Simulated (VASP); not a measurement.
Here is a VASP 6.6.1 calculation.

The input INCAR:

```
PREC = Accurate
ENCUT = 520
EDIFF = 1E-6
ISMEAR = -1
SIGMA = 0.1
LREAL = F
LASPH = T
NELM = 100
ALGO = Normal
ISIF = 2
LWAVE = F
LCHARG = T
GGA = PS
LELF = T
LVHAR = T
NBANDS = 32
```

Contents of KPOINTS:

```
regular mesh
0
Gamma
  14 14 4
```

The input POSCAR:

```
Ti
1.0
    2.8953043781      0.0000000000      0.0000000000
   -1.4476521890      2.5074071431      0.0000000000
    0.0000000000      0.0000000000      9.2650696379
Ti
4
Direct
    0.0000000000      1.0000000000      0.0000000000
    0.0000000000      1.0000000000      0.5000000000
    0.3333333333      0.6666666667      0.2500000000
    0.6666666667      0.3333333333      0.7500000000
```

Potentials or basis: VASP PAW PBE potentials, release 64 (Ti_sv).

Run with:

```bash
$ cat potpaw_PBE.64/Ti_sv/POTCAR > POTCAR
$ mpirun -np 1 vasp_std > vasp.out
```

Q: Predict the pressure.

A: -0.2 GPa.

Q: Predict the band gap on the k mesh.

A: Zero (bands 24 and 25 overlap by 1.17 eV).

Caveat: the PAW data sets were made with another functional, which shifts forces and pressure a little.
